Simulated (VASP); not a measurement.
# Ta (Pm-3m) in VASP: notebook, part 3 of 3

VASP 6.6.1.

## Step 7: Relaxation of cell and atoms, PBE, target pressure 60 GPa, at which the enthalpy is minimised

This run uses another cell than the first one, of 19.90 Å³/atom, 1.078 times its volume.

INCAR

```
PREC = Accurate
ENCUT = 600
EDIFF = 1E-6
ISMEAR = -1
SIGMA = 0.05
LREAL = F
LASPH = T
NELM = 100
ALGO = Normal
ISIF = 3
LWAVE = F
LCHARG = F
GGA = PE
IBRION = 2
NSW = 80
EDIFFG = -0.01
PSTRESS = 600.0
```

KPOINTS

```
regular mesh
0
Gamma
  17 17 17
```

POSCAR

```
Ta
1.0
    2.7100000000      0.0000000000      0.0000000000
    0.0000000000      2.7100000000      0.0000000000
    0.0000000000      0.0000000000      2.7100000000
Ta
1
Direct
    0.0000000000      0.0000000000      0.0000000000
```

Potentials or basis: VASP PAW PBE potentials, release 64 (Ta_pv).

Command:

```console
$ cat potpaw_PBE.64/Ta_pv/POTCAR > POTCAR
$ mpirun -np 1 vasp_std > vasp.out
```

OUTCAR:

```text
PREC = Accurate
   ENCUT = 600
   EDIFF = 1E-6
   ISMEAR = -1
   LREAL = F
   LASPH = T
   NELM = 100
   ISIF = 3
   GGA = PE
   IBRION = 2
   NSW = 80
   EDIFFG = -0.01
   PSTRESS = 600.0

 ion  position               nearest neighbor table
   1  0.000  0.000  0.000-

  LATTYP: Found a simple cubic cell.
 ALAT       =     2.7100000000

  Lattice vectors:

 A1 = (   2.7100000000,   0.0000000000,   0.0000000000)
 A2 = (   0.0000000000,   2.7100000000,   0.0000000000)
 A3 = (   0.0000000000,   0.0000000000,   2.7100000000)

Analysis of symmetry for initial positions (statically):
=====================================================================
 Subroutine PRICEL returns:
 Original cell was already a primitive cell.

 Routine SETGRP: Setting up the symmetry group for a
 simple cubic supercell.

 Subroutine GETGRP returns: Found 48 space group operations
 (whereof 48 operations were pure point group operations)
 out of a pool of 48 trial point group operations.

The static configuration has the point symmetry O_h .

Analysis of symmetry for dynamics (positions and initial velocities):
=====================================================================
 Subroutine PRICEL returns:
 Original cell was already a primitive cell.

 Routine SETGRP: Setting up the symmetry group for a
 simple cubic supercell.

 Subroutine GETGRP returns: Found 48 space group operations
 (whereof 48 operations were pure point group operations)
 out of a pool of 48 trial point group operations.

The dynamic configuration has the point symmetry O_h .

 Subroutine INISYM returns: Found 48 space group operations
 (whereof 48 operations are pure point group operations),
 and found     1 'primitive' translations

----------------------------------------------------------------------------------------

                                     Primitive cell

  volume of cell :      19.9025

[... 124 lines left out ...]

--------------------------------------- Ionic step        1  -------------------------------------------

 number of electron      10.9999998 magnetization

 Free energy of the ion-electron system (eV)
  ---------------------------------------------------
  ext. energy  EPLUGINS =         0.00000000
  ---------------------------------------------------
  free energy    TOTEN  =       -10.69477521 eV

  energy without entropy =      -10.68792764  energy(sigma->0) =      -10.69135143

------------------------ aborting loop because EDIFF is reached ----------------------------------------

  FORCE on cell =-STRESS in cart. coord.  units (eV):
  Direction    XX          YY          ZZ          XY          YZ          ZX
  --------------------------------------------------------------------------------------
  -------------------------------------------------------------------------------------
  Total        0.7173273      0.7173273      0.7173273      0.0000000      0.0000000      0.0000000
  in kB       57.7457553     57.7457553     57.7457553      0.0000000      0.0000000      0.0000000
  external PRESSURE =    -542.2542447 kB  Pullay stress =     600.0000000 kB
[... 24 lines left out ...]
--------------------------------------- Ionic step        2  -------------------------------------------

 number of electron      11.0000000 magnetization

 E-fermi :  20.7108     XC(G=0): -19.1019

 val. band max:       20.7068558436   @ k =   0.2353   0.1765   0.0000
 cond. band min:      20.7186151798   @ k =   0.2941   0.1176   0.0000
 fundamental gap:      0.0117593361
 Fermi energy:        20.7108191779

 k-point     1 :       0.0000    0.0000    0.0000
  band No.  band energies     occupation
      1     -11.1133      2.00000
      2     -11.1133      2.00000
      3     -11.1133      2.00000
      4       6.5557      2.00000
      5       6.5557      2.00000
      6      12.5979      2.00000
      7      37.6904      0.00000
      8      40.5157      0.00000
      9      40.5157      0.00000
[... 345 lines left out ...]
  energy  without entropy=      -10.5791424008  energy(sigma->0) =      -10.58229344

  enthalpy is  TOTEN    =        -3.6591740751 eV   P V=        6.9262704052

[... ionic steps 4 to 19 ...]

--------------------------------------- Ionic step       20  -------------------------------------------

 number of electron      11.0000001 magnetization

------------------------ aborting loop because EDIFF is reached ----------------------------------------
[... 69 lines left out ...]
--------------------------------------- Ionic step       22  -------------------------------------------

 number of electron      11.0000001 magnetization

 Free energy of the ion-electron system (eV)
  ---------------------------------------------------
  ext. energy  EPLUGINS =         0.00000000
  ---------------------------------------------------
  free energy    TOTEN  =       -10.00587894 eV

  energy without entropy =       -9.99831983  energy(sigma->0) =      -10.00209939

 E-fermi :   6.5380     XC(G=0): -13.1008

 val. band max:        6.5204300775   @ k =   0.2941   0.1765   0.1765
 cond. band min:       6.5514776715   @ k =   0.4706   0.1765   0.1765
 fundamental gap:      0.0310475939
 Fermi energy:         6.5380265797

 k-point     1 :       0.0000    0.0000    0.0000
  band No.  band energies     occupation
      1     -26.0802      2.00000
      2     -26.0802      2.00000
      3     -26.0802      2.00000
      4      -1.6181      2.00000
      5       2.8623      2.00000
      6       2.8624      2.00000
      7      14.6915      0.00000
      8      14.6915      0.00000
      9      14.6915      0.00000
[... 308 lines left out ...]
  energy  without entropy=       -9.9983198333  energy(sigma->0) =      -10.00209939

  enthalpy is  TOTEN    =        -3.9952018839 eV   P V=        6.0106770609

 reached required accuracy - stopping structural energy minimisation
```

CONTCAR:

```text
Ta
   1.00000000000000
     2.5224790947501314    0.0000000000000000   -0.0000000000000000
     0.0000000000000000    2.5224790947501314   -0.0000000000000000
     0.0000000000000000    0.0000000000000000    2.5224790947501310
  Ta
     1
Direct
     0.0000000000000000    0.0000000000000000    0.0000000000000000

  0.00000000E+00  0.00000000E+00  0.00000000E+00
```

It took 1.8 min on 1 thread of Intel Xeon 6975P-C, shared host; peak memory 0.2 GiB.

What came out:

| Property | Result |
| --- | --- |
| Free energy | -10.0059 eV |
| Relaxed volume | 16.05 Å³/atom |
| Relaxed cell | a = 2.522 Å, b = 2.522 Å, c = 2.522 Å, α = 90.00°, β = 90.00°, γ = 90.00° |
| Space group after relaxing (to 0.05 Å) | Pm-3m (No. 221) |
| Energy change on relaxing (the enthalpy is what falls) | +688.9 meV/atom |
| Ionic steps | 22 |
| Pressure after relaxing | 60.0 GPa |

Step by step:
```
step  energy change (eV)  largest force (eV/Å)  pressure (GPa)  volume (Å³)
   1              0.0000                0.0000            5.77        19.90
   2             33.8949                0.0000         2255.93         6.12
   3              0.1093                0.0000           19.91        18.50
   4              0.2499                0.0000           31.73        17.62
   5              0.7221                0.0000           61.96        15.96
   6              0.6861                0.0000           59.87        16.06
   7              0.6861                0.0000           59.85        16.06
   8              0.6862                0.0000           59.85        16.06
   9              0.6862                0.0000           59.86        16.06
  10              0.6862                0.0000           59.86        16.06
  11              0.6862                0.0000           59.86        16.06
  12              0.6862                0.0000           59.86        16.06
  13              0.6862                0.0000           59.86        16.06
  14              0.6862                0.0000           59.86        16.06
  15              0.6862                0.0000           59.86        16.06
  16              0.6862                0.0000           59.86        16.06
  17              0.6863                0.0000           59.86        16.06
  18              0.6864                0.0000           59.86        16.06
  19              0.6865                0.0000           59.86        16.06
  20              0.6869                0.0000           59.86        16.06
  21              0.6875                0.0000           59.87        16.05
  22              0.6889                0.0000           60.00        16.05
```

Final structure:
```yaml
crystal:
  lattice:
    - [2.52248, 0.00000, 0.00000]
    - [0.00000, 2.52248, 0.00000]
    - [0.00000, 0.00000, 2.52248]
  atoms:
    - { symbol: Ta, position: [0.00000, 0.00000, 0.00000] }
```

Caveat: the cell is relaxed towards a set pressure, so the enthalpy falls and the energy may rise; the volume moved by over 15 % at a fixed basis, so the end points are rough; spin-orbit coupling is left out, which moves the levels of the heavy elements.

## Step 8: Overview

| task | cell | cutoff (eV) | gap on the mesh (eV) | pressure (GPa) |
| --- | --- | --- | --- | --- |
| single point | a = 2.643 Å, 1 atom | 520 | none | 20.3 |
| single point | a = 2.743 Å, 1 atom | 520 | none | 0.1 |
| relaxation of cell and atoms | relaxed from a = 2.710 Å, 1 atom | 600 | none | 0.0 |
| relaxation of cell and atoms | relaxed to 20 GPa from a = 2.710 Å, 1 atom | 600 | none | 20.0 |
| relaxation of cell and atoms | relaxed to 40 GPa from a = 2.710 Å, 1 atom | 600 | none | 40.0 |
| relaxation of cell and atoms | relaxed to 60 GPa from a = 2.710 Å, 1 atom | 600 | none | 60.0 |

Alike in all rows: level PBE; potentials or basis VASP PAW PBE potentials, release 64 (Ta_pv); no spin polarisation; k mesh 17 × 17 × 17; smearing fermi-dirac 0.05 eV.

Caveats: spin-orbit coupling is left out, which moves the levels of the heavy elements; the cell is relaxed towards a set pressure, so the enthalpy falls and the energy may rise (some runs); the volume moved by over 15 % at a fixed basis, so the end points are rough (some runs).

Total energies depend on the potentials used, so only differences within one code and one set of settings carry meaning.
